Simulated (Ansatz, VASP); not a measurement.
**Two plane-wave programs on KSc2**

```
K Sc
1.0
     6.06519    0.00000    0.00000
     0.00000    6.06519    0.00000
     0.00000    0.00000    6.00957
K Sc
2 4
Direct
  0.00000 0.00000 0.00000
  0.50000 0.50000 0.50000
  0.33494 0.33494 0.00000
  0.16506 0.83494 0.50000
  0.66506 0.66506 0.00000
  0.83494 0.16506 0.50000
```

Alike in both runs: functional PBE; k mesh 6 × 6 × 6; occupations gaussian, width 0.1 eV; no spin polarisation.

Ansatz relaxed the structure, and its values are those at the end. VASP's run is a single point on that final structure, the one shown.

|  | VASP | Ansatz |
| --- | --- | --- |
| version | VASP 6.6.1 | Ansatz 0.2.0 |
| potentials or method | VASP PAW PBE potentials, release 64 (K_sv, Sc_sv), cutoff 520 eV | scalar-relativistic, plane waves, PAW |
| valence electrons in the cell | 62 | 62 |

|  | VASP | Ansatz | Ansatz less VASP |
| --- | --- | --- | --- |
| gap on the k mesh at the Fermi level (eV) | none | none | - |
| pressure (GPa) | 0.0 | 0.0 | -0.03 |
| rms of the force components (eV/Å) | 0.004 | 0.003 | -0.0008 |

A gap of «none» marks a metal or a gap that the smearing closes.
